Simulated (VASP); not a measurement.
# Te2Mo in VASP: settings compared, part 2 of 2

VASP 6.6.1.

## Step 4: Single point, PBEsol

This run uses another cell than the first one.

Contents of INCAR:

```
SYSTEM = Te2Mo
PREC     = Accurate       ! precision mode
ENCUT    = 500            ! plane-wave cutoff, eV
EDIFF    = 1E-6           ! SCF threshold, eV
ISMEAR   = -1             ! smearing method
SIGMA    = 0.05           ! smearing width, eV
LREAL    = .False.        ! projectors in reciprocal space
LASPH    = .True.         ! aspherical terms in the spheres
NELM     = 120            ! most SCF steps
ALGO     = Normal         ! electronic algorithm
ISIF     = 2              ! what is computed and relaxed
LWAVE    = .False.        ! write WAVECAR
LCHARG   = .False.        ! write CHGCAR
GGA      = PS             ! functional
NBANDS   = 35             ! bands
GGA_COMPAT= .False.
```

Contents of KPOINTS:

```
Automatic mesh
0
Gamma
  4 6 1
  0 0 0
```

Contents of POSCAR:

```
Te2Mo
1.0
    6.6160733762      0.0000000000      0.0000000000
    0.0000000000      3.6196191824      0.0000000000
   -0.0891708720      0.0000000000     36.1758904685
Te Mo
4 2
Direct
    0.4263126980      0.7500000000      0.5375943486
    0.5736873020      0.2500000000      0.4624056514
    0.9225346809      0.2500000000      0.5549323996
    0.0774653191      0.7500000000      0.4450676004
    0.1801893871      0.2500000000      0.4972450287
    0.8198106129      0.7500000000      0.5027549713
```

Potentials or basis: VASP PAW PBE potentials, release 64 (Te, Mo_sv).

On the command line:

```console
> cat potpaw_PBE.64/Te/POTCAR potpaw_PBE.64/Mo_sv/POTCAR > POTCAR
> mpirun -np 1 vasp_std > vasp.out
```

OUTCAR:

```text
SYSTEM = Te2Mo
   PREC = Accurate
   ENCUT = 500
   EDIFF = 1E-6
   ISMEAR = -1
   LREAL = .False.
   LASPH = .True.
   NELM = 120
   ISIF = 2
   GGA = PS

 ion  position               nearest neighbor table
   1  0.426  0.750  0.538-   5 2.84   5 2.84   6 2.90   2 3.41   2 3.41
   2  0.574  0.250  0.462-   6 2.84   6 2.84   5 2.90   1 3.41   1 3.41
   3  0.923  0.250  0.555-   5 2.70   6 2.70   6 2.70
   4  0.077  0.750  0.445-   6 2.70   5 2.70   5 2.70
   5  0.180  0.250  0.497-   3 2.70   4 2.70   4 2.70   1 2.84   1 2.84   2 2.90   6 3.00   6 3.00

   6  0.820  0.750  0.503-   4 2.70   3 2.70   3 2.70   2 2.84   2 2.84   1 2.90   5 3.00   5 3.00

  LATTYP: Found a simple monoclinic cell.
 ALAT       =     6.6160733762
 B/A-ratio  =     0.5470947761
 C/A-ratio  =     5.4678958819
 COS(beta)  =    -0.0024649179

  Lattice vectors:

 A1 = (   6.6160733762,   0.0000000000,   0.0000000000)
 A2 = (   0.0000000000,   3.6196191824,   0.0000000000)
 A3 = (  -0.0891708720,   0.0000000000,  36.1758904685)

Analysis of symmetry for initial positions (statically):
=====================================================================
 Subroutine PRICEL returns:
 Original cell was already a primitive cell.

 Routine SETGRP: Setting up the symmetry group for a
 simple monoclinic supercell.

 Subroutine GETGRP returns: Found  4 space group operations
 (whereof  2 operations were pure point group operations)
 out of a pool of  4 trial point group operations.

The static configuration has the point symmetry S_2 .
 The point group associated with its full space group is C_2h.

Analysis of symmetry for dynamics (positions and initial velocities):
=====================================================================
 Subroutine PRICEL returns:
 Original cell was already a primitive cell.

 Routine SETGRP: Setting up the symmetry group for a
 simple monoclinic supercell.

 Subroutine GETGRP returns: Found  4 space group operations
 (whereof  2 operations were pure point group operations)
 out of a pool of  4 trial point group operations.

The dynamic configuration has the point symmetry S_2 .
 The point group associated with its full space group is C_2h.

 Subroutine INISYM returns: Found  4 space group operations
 (whereof  2 operations are pure point group operations),
 and found     1 'primitive' translations

----------------------------------------------------------------------------------------

                                     Primitive cell

  volume of cell :     866.3281

  direct lattice vectors                    reciprocal lattice vectors
     6.616073376  0.000000000  0.000000000     0.151147054  0.000000000  0.000372566
     0.000000000  3.619619182  0.000000000     0.000000000  0.276272157  0.000000000
    -0.089170872  0.000000000 36.175890469     0.000000000  0.000000000  0.027642720

  length of vectors
     6.616073376  3.619619182 36.176000368     0.151147513  0.276272157  0.027642720

  position of ions in fractional coordinates (direct lattice)
     0.426312698  0.750000000  0.537594349
     0.573687302  0.250000000  0.462405651
     0.922534681  0.250000000  0.554932400
     0.077465319  0.750000000  0.445067600
[... 40 lines left out ...]
  0.000000  0.000000  0.000000      1.000000
  0.250000  0.000000  0.000000      2.000000
  0.500000  0.000000  0.000000      1.000000
  0.000000  0.166667  0.000000      2.000000
  0.250000  0.166667  0.000000      4.000000
  0.500000  0.166667  0.000000      2.000000
  0.000000  0.333333  0.000000      2.000000
  0.250000  0.333333  0.000000      4.000000
  0.500000  0.333333  0.000000      2.000000
  0.000000  0.500000  0.000000      1.000000
  0.250000  0.500000  0.000000      2.000000
  0.500000  0.500000  0.000000      1.000000
   k-points           NKPTS =     12   k-points in BZ     NKDIM =     12   number of bands    NBANDS=     35
   number of dos      NEDOS =    301   number of ions     NIONS =      6
   total plane-waves  NPLWV = 362880
   dimension x,y,z NGX =    48 NGY =   28 NGZ =  270
   dimension x,y,z NGXF=    96 NGYF=   56 NGZF=  540
   ions per type =               4   2
   NGX,Y,Z   is equivalent  to a cutoff of  12.06, 12.86, 12.41 a.u.
   NGXF,Y,Z  is equivalent  to a cutoff of  24.12, 25.72, 24.82 a.u.
 SYSTEM =  Te2Mo
   PREC   = accura    normal or accurate (medium, high low for compatibility)
   ISTART =      0    job   : 0-new  1-cont  2-samecut
   ICHARG =      2    charge: 1-file 2-atom 10-const
   ISPIN  =      1    spin polarized calculation?
   LNONCOLLINEAR =      F non collinear calculations
   LSORBIT =      F    spin-orbit coupling
   LASPH  =      T    aspherical Exc in radial PAW
   ENCUT  =  500.0 eV  36.75 Ry    6.06 a.u.  12.06  6.60 65.96*2*pi/ulx,y,z
   NELM   =    120;   NELMIN=  2; NELMDL= -5     # of ELM steps
   EDIFF  = 0.1E-05   stopping-criterion for ELM
   LREAL  =      F    real-space projection
   EDIFFG = 0.1E-04   stopping-criterion for IOM
   NSW    =      0    number of steps for IOM
   IBRION =     -1    ionic relax: 0-MD 1-quasi-New 2-CG
   NFREE  =      0    steps in history (QN), initial steepest desc. (CG)
   ISIF   =      2    stress and relaxation
   ISYM   =      2    0-nonsym 1-usesym 2-fastsym
   POTIM  = 0.5000    time-step for ionic-motion
   TEBEG  =    0.0;   TEEND  =   0.0 temperature during run
   PSTRESS=    0.0 pullay stress
   NELECT =      52.0000    total number of electrons
   NUPDOWN=      -1.0000    fix difference up-down
   EMIN   =  10.00;   EMAX   =-10.00  energy-range for DOS
   EFERMI =   0.00;   METHOD = LEGACY
   ISMEAR =    -1;   SIGMA  =   0.05  broadening in eV -4-tet -1-fermi 0-gaus
   EFERMI_NEDOS =   21; number of points for ismear=-14 and -15
   IALGO  =     38    algorithm
   IMIX   =      4    mixing-type and parameters
     AMIX     =   0.40;   BMIX     =  1.00
     AMIX_MAG =   1.60;   BMIX_MAG =  1.00
  volume/ion in A,a.u.               =     144.39       974.38
  Fermi-wavevector in a.u.,A,eV,Ry     =   0.640986  1.211288  5.590129  0.410863
  Thomas-Fermi vector in A             =   1.707175
   LORBIT       =      0    0 simple, 1 ext, 2 COOP (PROOUT), +10 PAW based schemes
   GGA     = PS    functional components
   LHFCALC =     F    Hartree Fock is set to
   AEXX    =    0.0000 exact exchange contribution
   IVDW    =     0    specifies the selected vdW correction
   LEPSILON=     F    determine dielectric tensor
   LRPA    =     F    only Hartree local field effects (RPA)
 non-spin polarized calculation
  energy-cutoff  :      500.00
  volume of cell :      866.33
 maximum number of plane-waves:     22062
   NGX = 25   NGY = 13   NGZ =131

 number of electron      51.9999993 magnetization

 Free energy of the ion-electron system (eV)
  ---------------------------------------------------
  ext. energy  EPLUGINS =         0.00000000
  ---------------------------------------------------
  free energy    TOTEN  =       -38.67836694 eV

  energy without entropy =      -38.66040931  energy(sigma->0) =      -38.66938813

 E-fermi :  -2.5405     XC(G=0):  -2.2148

 val. band max:       -2.6163700626   @ k =   0.0000   0.0000   0.0000
 cond. band min:      -2.5068435197   @ k =   0.5000   0.0000   0.0000
 fundamental gap:      0.1095265430
 Fermi energy:        -2.5404878228

 k-point     1 :       0.0000    0.0000    0.0000
  band No.  band energies     occupation
      1     -63.4893      2.00000
      2     -63.4515      2.00000
      3     -37.7538      2.00000
      4     -37.7252      2.00000
      5     -37.6420      2.00000
      6     -37.6055      2.00000
[... 445 lines left out ...]
     34       0.7485      0.00000
     35       1.7002      0.00000

------------------------ aborting loop because EDIFF is reached ----------------------------------------

  FORCE on cell =-STRESS in cart. coord.  units (eV):
  Direction    XX          YY          ZZ          XY          YZ          ZX
  --------------------------------------------------------------------------------------
  -------------------------------------------------------------------------------------
  Total       -8.3832442     -7.0581439      0.1610971      0.0000000      0.0000000     -0.0045480
  in kB      -15.5038756    -13.0532504      0.2979311      0.0000000      0.0000000     -0.0084111
  external PRESSURE =      -9.4197316 kB  Pullay stress =       0.0000000 kB

 VOLUME and BASIS-vectors are now :
 -----------------------------------------------------------------------------
  energy-cutoff  :      500.00
  volume of cell :      866.33
      direct lattice vectors                 reciprocal lattice vectors
     6.616073376  0.000000000  0.000000000     0.151147054  0.000000000  0.000372566
     0.000000000  3.619619182  0.000000000     0.000000000  0.276272157  0.000000000
    -0.089170872  0.000000000 36.175890469     0.000000000  0.000000000  0.027642720

 POSITION                                       TOTAL-FORCE (eV/Angst)
 -----------------------------------------------------------------------------------
      2.77258      2.71471     19.44795         0.003080     -0.000000      0.009982
      3.75432      0.90490     16.72794        -0.003080      0.000000     -0.009982
      6.05407      0.90490     20.07517        -0.003473      0.000000      0.037619
      0.47283      2.71471     16.10072         0.003473      0.000000     -0.037619
      1.14781      0.90490     17.98828         0.000460      0.000000      0.001641
      5.37910      2.71471     18.18761        -0.000460      0.000000     -0.001641
 -----------------------------------------------------------------------------------
    total drift:                                0.000000      0.000000      0.000000

  FREE ENERGIE OF THE ION-ELECTRON SYSTEM (eV)
  ---------------------------------------------------
  free  energy   TOTEN  =       -38.6783669450 eV

  energy  without entropy=      -38.6604093107  energy(sigma->0) =      -38.66938813
```

Wall time 21 min (1 thread of Oxide Virtual Turin-like, shared host); peak memory 0.83 GiB.

What came out:

- Free energy: -38.6784 eV
- Largest force: 0.038 eV/Å
- Band gap on the k mesh: 0.11 eV (least direct gap 0.22 eV)

Forces in eV/Å, atoms in the order of the input:
```
Te   0.003  0.000  0.010
Te  -0.003  0.000 -0.010
Te  -0.003  0.000  0.038
Te   0.003  0.000 -0.038
Mo   0.000  0.000  0.002
Mo   0.000  0.000 -0.002
```

Caveat: there is no dipole correction, which matters where the two faces differ; the PAW data sets were made with another functional, which shifts forces and pressure a little; spin-orbit coupling is left out, which moves the levels of the heavy elements.

## Step 5: The runs side by side

| level | cell | k mesh | gap on the mesh (eV) | largest force (eV/Å) |
| --- | --- | --- | --- | --- |
| PBEsol+D3(BJ) | a = 6.278, b = 3.311, c = 36.159 Å, angles 90.0, 89.9, 90.0°, 6 atoms, atomic positions A | 4 × 8 × 1 | none | 0.03 |
| PBEsol | a = 6.313, b = 3.386, c = 36.168 Å, angles 90.0, 90.1, 90.0°, 6 atoms, atomic positions B | 4 × 8 × 1 | none | 0.03 |
| PBEsol | a = 6.616, b = 3.620, c = 36.176 Å, angles 90.0, 90.1, 90.0°, 6 atoms, atomic positions C | 4 × 6 × 1 | 0.11 | 0.04 |

Alike in all rows: task single point; potentials or basis VASP PAW PBE potentials, release 64 (Te, Mo_sv); no spin polarisation; cutoff (eV) 500; smearing fermi-dirac 0.05 eV.

Caveats: there is no dipole correction, which matters where the two faces differ; the PAW data sets were made with another functional, which shifts forces and pressure a little; spin-orbit coupling is left out, which moves the levels of the heavy elements.

Absolute energies hang on the potentials; compare differences alone.

The gap in the log of VASP goes by the Fermi energy; the results here count the filled bands.